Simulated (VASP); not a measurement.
# PtS2 in VASP: single point with HSE06

Aim: the single point of PtS2 with HSE06.

Program: VASP 6.6.1. These are calculated values, not measurements. Logs are shortened: lines on timing, memory, paths and dates and some standing lists are left out, and cuts for length are marked.

## Step 1: The cell of the first run

The cell holds a sheet with vacuum, 3 atoms: a = 3.541 Å, b = 3.541 Å, c = 18.484 Å, α = 90.00°, β = 90.00°, γ = 120.00°.

## Step 2: Single point, HSE06

POSCAR

```
PtS2
1.0
    3.5414559606      0.0000000000      0.0000000000
   -1.7707279803      3.0669908283      0.0000000000
    0.0000000000      0.0000000000     18.4836726832
S Pt
2 1
Direct
    0.3333333333      0.6666666667      0.4328144161
    0.6666666667      0.3333333333      0.5671855839
    0.0000000000      0.0000000000      0.5000000000
```

INCAR.step1

```
PREC = Accurate
ENCUT = 400
EDIFF = 1E-5
ISMEAR = 0
SIGMA = 0.03
LREAL = F
LASPH = T
NELM = 120
ALGO = Normal
ISIF = 2
LWAVE = T
LCHARG = F
LDIPOL = T
IDIPOL = 3
DIPOL = 0.5 0.5 0.500
NBANDS = 18
GGA = PE
GGA_COMPAT = F
NELMDL = -8
```

INCAR.step2

```
PREC = Accurate
ENCUT = 400
EDIFF = 1E-6
ISMEAR = 0
SIGMA = 0.03
LREAL = F
LASPH = T
NELM = 120
ALGO = Normal
ISIF = 2
LWAVE = F
LCHARG = F
LDIPOL = T
IDIPOL = 3
DIPOL = 0.5 0.5 0.500
GGA = PE
LHFCALC = T
HFSCREEN = 0.2079
PRECFOCK = Normal
NBANDS = 18
ISTART = 1
GGA_COMPAT = F
```

KPOINTS

```
Automatic mesh
0
Gamma
  6 6 1
```

Potentials or basis: VASP PAW PBE potentials, release 64 (S, Pt).

On the command line:

```bash
$ cat potpaw_PBE.64/S/POTCAR potpaw_PBE.64/Pt/POTCAR > POTCAR
$ cp INCAR.step1 INCAR
$ mpirun -np 1 vasp_std > vasp.out
$ cp INCAR.step2 INCAR
$ mpirun -np 1 vasp_std > vasp.out
```

OUTCAR:

```text
PREC = Accurate
   ENCUT = 400
   EDIFF = 1E-6
   ISMEAR = 0
   LREAL = F
   LASPH = T
   NELM = 120
   ISIF = 2
   GGA = PE
   LHFCALC = T
   HFSCREEN = 0.2079
   PRECFOCK = Normal
   ISTART = 1

 ion  position               nearest neighbor table
   1  0.333  0.667  0.433-   3 2.39   3 2.39   3 2.39
   2  0.667  0.333  0.567-   3 2.39   3 2.39   3 2.39
   3  0.000  0.000  0.500-   1 2.39   2 2.39   2 2.39   1 2.39   2 2.39   1 2.39

  LATTYP: Found a hexagonal cell.
 ALAT       =     3.5414559606
 C/A-ratio  =     5.2192298560

  Lattice vectors:

 A1 = (   3.5414559606,   0.0000000000,   0.0000000000)
 A2 = (  -1.7707279803,   3.0669908283,   0.0000000000)
 A3 = (   0.0000000000,   0.0000000000,  18.4836726832)

Analysis of symmetry for initial positions (statically):
=====================================================================
 Subroutine PRICEL returns:
 Original cell was already a primitive cell.

 Routine SETGRP: Setting up the symmetry group for a
 hexagonal supercell.

 Subroutine GETGRP returns: Found 12 space group operations
 (whereof 12 operations were pure point group operations)
 out of a pool of 24 trial point group operations.

The static configuration has the point symmetry D_3d.

Analysis of symmetry for dynamics (positions and initial velocities):
=====================================================================
 Subroutine PRICEL returns:
 Original cell was already a primitive cell.

 Routine SETGRP: Setting up the symmetry group for a
 hexagonal supercell.

 Subroutine GETGRP returns: Found 12 space group operations
 (whereof 12 operations were pure point group operations)
 out of a pool of 24 trial point group operations.

The dynamic configuration has the point symmetry D_3d.

 Subroutine INISYM returns: Found 12 space group operations
 (whereof 12 operations are pure point group operations),
 and found     1 'primitive' translations

----------------------------------------------------------------------------------------

                                     Primitive cell

  volume of cell :     200.7625

  direct lattice vectors                    reciprocal lattice vectors
     3.541455961  0.000000000  0.000000000     0.282369740  0.163026246  0.000000000
    -1.770727980  3.066990828  0.000000000     0.000000000  0.326052491  0.000000000
     0.000000000  0.000000000 18.483672683     0.000000000  0.000000000  0.054101802

  length of vectors
     3.541455961  3.541455961 18.483672683     0.326052491  0.326052491  0.054101802

  position of ions in fractional coordinates (direct lattice)
     0.333333333  0.666666667  0.432814416
     0.666666667  0.333333333  0.567185584
     0.000000000  0.000000000  0.500000000

  ion indices of the primitive-cell ions
   primitive index   ion index
                 1           1
                 2           2
                 3           3

----------------------------------------------------------------------------------------

 KPOINTS: Automatic mesh

Automatic generation of k-mesh.
 Grid dimensions read from file:
 generate k-points for:    6    6    1

 Generating k-lattice:

  Cartesian coordinates                     Fractional coordinates (reciprocal lattice)
     0.047061623  0.027171041  0.000000000     0.166666667  0.000000000  0.000000000
     0.000000000  0.054342082  0.000000000     0.000000000  0.166666667  0.000000000
     0.000000000  0.000000000  0.054101802     0.000000000  0.000000000  1.000000000

  Length of vectors
     0.054342082  0.054342082  0.054101802

  Shift w.r.t. Gamma in fractional coordinates (k-lattice)
     0.000000000  0.000000000  0.000000000

 Subroutine IBZKPT returns following result:
 ===========================================

 Found      7 irreducible k-points:

 Following reciprocal coordinates:
            Coordinates               Weight
  0.000000  0.000000  0.000000      1.000000
  0.166667  0.000000  0.000000      6.000000
  0.333333  0.000000  0.000000      6.000000
  0.500000  0.000000  0.000000      3.000000
  0.166667  0.166667  0.000000      6.000000
  0.333333  0.166667  0.000000     12.000000
  0.333333  0.333333  0.000000      2.000000
   k-points           NKPTS =      7   k-points in BZ     NKDIM =     36   number of bands    NBANDS=     18
   number of dos      NEDOS =    301   number of ions     NIONS =      3
   total plane-waves  NPLWV =  72576
   dimension x,y,z NGX =    24 NGY =   24 NGZ =  126
   dimension x,y,z NGXF=    48 NGYF=   48 NGZF=  252
   ions per type =               2   1
   NGX,Y,Z   is equivalent  to a cutoff of  11.27, 11.27, 11.33 a.u.
   NGXF,Y,Z  is equivalent  to a cutoff of  22.53, 22.53, 22.67 a.u.
 SYSTEM =  unknown system
   PREC   = accura    normal or accurate (medium, high low for compatibility)
   ISTART =      1    job   : 0-new  1-cont  2-samecut
   ICHARG =      0    charge: 1-file 2-atom 10-const
   ISPIN  =      1    spin polarized calculation?
   LNONCOLLINEAR =      F non collinear calculations
   LSORBIT =      F    spin-orbit coupling
   LASPH  =      T    aspherical Exc in radial PAW
   ENCUT  =  400.0 eV  29.40 Ry    5.42 a.u.   5.78  5.78 30.14*2*pi/ulx,y,z
   NELM   =    120;   NELMIN=  2; NELMDL=  0     # of ELM steps
   EDIFF  = 0.1E-05   stopping-criterion for ELM
   LREAL  =      F    real-space projection
   EDIFFG = 0.1E-04   stopping-criterion for IOM
   NSW    =      0    number of steps for IOM
   IBRION =     -1    ionic relax: 0-MD 1-quasi-New 2-CG
   NFREE  =      0    steps in history (QN), initial steepest desc. (CG)
   ISIF   =      2    stress and relaxation
   ISYM   =      3    0-nonsym 1-usesym 2-fastsym
   POTIM  = 0.5000    time-step for ionic-motion
   TEBEG  =    0.0;   TEEND  =   0.0 temperature during run
   PSTRESS=    0.0 pullay stress
   NELECT =      22.0000    total number of electrons
   NUPDOWN=      -1.0000    fix difference up-down
   EMIN   =  10.00;   EMAX   =-10.00  energy-range for DOS
   EFERMI =   0.00;   METHOD = LEGACY
   ISMEAR =     0;   SIGMA  =   0.03  broadening in eV -4-tet -1-fermi 0-gaus
   EFERMI_NEDOS =   21; number of points for ismear=-14 and -15
   IALGO  =     38    algorithm
   IMIX   =      1    mixing-type and parameters
     AMIX     =   0.40;   BMIX     =  1.00
     AMIX_MAG =   1.60;   BMIX_MAG =  1.00
  volume/ion in A,a.u.               =      66.92       451.60
  Fermi-wavevector in a.u.,A,eV,Ry     =   0.783408  1.480427  8.350285  0.613729
  Thomas-Fermi vector in A             =   1.887331
   LORBIT       =      0    0 simple, 1 ext, 2 COOP (PROOUT), +10 PAW based schemes
   GGA     = PE    functional components
   LHFCALC =     T    Hartree Fock is set to
   PRECFOCK=normal    Normal, Fast or Accurate (Low or Medium for compatibility)
   ENCUT4O =  -1.0   cutoff for four orbital integrals eV
   NKREDX  =     1    reduce k-point grid by
   NKREDY  =     1    reduce k-point grid by
   NKREDZ  =     1    reduce k-point grid by
   AEXX    =    0.2500 exact exchange contribution
   HFSCREEN=    0.2079 screening length (either q_TF or 0.3 A-1)
   HFSCREENC=   0.2079 screening length for correlation (either q_TF or 0.3 A-1)
   ENCUTFOCK=  -1.0 apply spherical cutoff to Coloumb kernel
   IVDW    =     0    specifies the selected vdW correction
   LEPSILON=     F    determine dielectric tensor
   LRPA    =     F    only Hartree local field effects (RPA)
 non-spin polarized calculation
 Gauss-broadening in eV      SIGMA  =   0.03
  energy-cutoff  :      400.00
  volume of cell :      200.76
 maximum number of plane-waves:      3676
 NGX is ok and might be reduce to    24
  NGX = 18; NGY = 18; NGZ = 96

 number of electron      21.9999988 magnetization

 dipolmoment           0.000000      0.000000      0.000000 electrons x Angstroem

 Free energy of the ion-electron system (eV)
  ---------------------------------------------------
  ext. energy  EPLUGINS =         0.00000000
  ---------------------------------------------------
  free energy    TOTEN  =       -18.68977554 eV

  energy without entropy =      -18.68977554  energy(sigma->0) =      -18.68977554

 E-fermi :  -3.4829     XC(G=0):  -2.9302

 val. band max:       -3.6972088325   @ k =   0.1667   0.1667   0.0000
 cond. band min:      -0.7743304397   @ k =   0.1667   0.0000   0.0000
 fundamental gap:      2.9228783928
 Fermi energy:        -3.4828614254

 k-point     1 :       0.0000    0.0000    0.0000
  band No.  band energies     occupation
      1     -19.0517      2.00000
      2     -16.6492      2.00000
      3      -9.7108      2.00000
      4      -9.7108      2.00000
      5      -9.6362      2.00000
      6      -7.1987      2.00000
[... 10 lines left out ...]
     17       3.7316      0.00000
     18       5.0322      0.00000

 k-point     2 :       0.1667    0.0000    0.0000
  band No.  band energies     occupation
      1     -18.6802      2.00000
      2     -16.7253      2.00000
      3      -9.7102      2.00000
      4      -9.4703      2.00000
      5      -9.2909      2.00000
      6      -7.6650      2.00000
[... 10 lines left out ...]
     17       4.4990      0.00000
     18       5.3265      0.00000

 k-point     3 :       0.3333    0.0000    0.0000
  band No.  band energies     occupation
      1     -17.7915      2.00000
      2     -16.8684      2.00000
      3      -9.9292      2.00000
      4      -9.1165      2.00000
      5      -8.7648      2.00000
      6      -8.2713      2.00000
[... 10 lines left out ...]
     17       5.2899      0.00000
     18       5.7627      0.00000

 k-point     4 :       0.5000    0.0000    0.0000
  band No.  band energies     occupation
      1     -17.2899      2.00000
      2     -16.8590      2.00000
      3     -10.6921      2.00000
      4      -9.0842      2.00000
      5      -8.3041      2.00000
      6      -7.7648      2.00000
[... 10 lines left out ...]
     17       6.4334      0.00000
     18       6.9297      0.00000

 k-point     5 :       0.1667    0.1667    0.0000
  band No.  band energies     occupation
      1     -18.0359      2.00000
      2     -16.8402      2.00000
      3      -9.5599      2.00000
      4      -9.3034      2.00000
      5      -8.8570      2.00000
      6      -8.0539      2.00000
[... 10 lines left out ...]
     17       5.2675      0.00000
     18       5.9068      0.00000

 k-point     6 :       0.3333    0.1667    0.0000
  band No.  band energies     occupation
      1     -17.2535      2.00000
      2     -16.9206      2.00000
      3     -10.1433      2.00000
      4      -9.2792      2.00000
      5      -8.4303      2.00000
      6      -7.8910      2.00000
[... 10 lines left out ...]
     17       6.2649      0.00000
     18       6.8402      0.00000

 k-point     7 :       0.3333    0.3333    0.0000
  band No.  band energies     occupation
      1     -16.9504      2.00000
      2     -16.9504      2.00000
      3      -9.4654      2.00000
      4      -9.3966      2.00000
      5      -9.3966      2.00000
      6      -7.5239      2.00000
[... 10 lines left out ...]
     17       6.8817      0.00000
     18       7.0797      0.00000

------------------------ aborting loop because EDIFF is reached ----------------------------------------

 vacuum level on the upper side and lower side of the slab       (xc-potential included)        -0.000        -0.000

  FORCE on cell =-STRESS in cart. coord.  units (eV):
  Direction    XX          YY          ZZ          XY          YZ          ZX
  --------------------------------------------------------------------------------------
  -------------------------------------------------------------------------------------
  Total       -1.2054488     -1.2054488     -0.9964557      0.0000000      0.0000000      0.0000000
  in kB       -9.6200375     -9.6200375     -7.9521760      0.0000000      0.0000000      0.0000000
  external PRESSURE =      -9.0640837 kB  Pullay stress =       0.0000000 kB

 VOLUME and BASIS-vectors are now :
 -----------------------------------------------------------------------------
  energy-cutoff  :      400.00
  volume of cell :      200.76
      direct lattice vectors                 reciprocal lattice vectors
     3.541455961  0.000000000  0.000000000     0.282369740  0.163026246  0.000000000
    -1.770727980  3.066990828  0.000000000     0.000000000  0.326052491  0.000000000
     0.000000000  0.000000000 18.483672683     0.000000000  0.000000000  0.054101802

 POSITION                                       TOTAL-FORCE (eV/Angst)
 -----------------------------------------------------------------------------------
     -0.00000      2.04466      8.00000         0.000000      0.000000      0.388227
      1.77073      1.02233     10.48367        -0.000000     -0.000000     -0.388227
      0.00000      0.00000      9.24184         0.000000      0.000000      0.000000
 -----------------------------------------------------------------------------------
    total drift:                                0.000000     -0.000000     -0.000027

  FREE ENERGIE OF THE ION-ELECTRON SYSTEM (eV)
  ---------------------------------------------------
  free  energy   TOTEN  =       -18.6897755440 eV

  energy  without entropy=      -18.6897755440  energy(sigma->0) =      -18.68977554

 vacuum level on the upper side and lower side of the slab         3.333         3.333
```

Run time: 12 min. Hardware: 1 thread of AMD EPYC 7R43 (Zen 3), shared host; peak memory 0.32 GiB.

What came out:

```
Free energy            : -18.6898 eV
Largest force          : 0.388 eV/Å
Band gap on the k mesh : 2.92 eV (least direct gap 2.99 eV)
```

Forces on the atoms (eV/Å):
```
S    0.000  0.000  0.388
S    0.000  0.000 -0.388
Pt   0.000  0.000  0.000
```

Caveat: the PAW data sets were made with another functional, which shifts forces and pressure a little; spin-orbit coupling is left out, which moves the levels of the heavy elements.
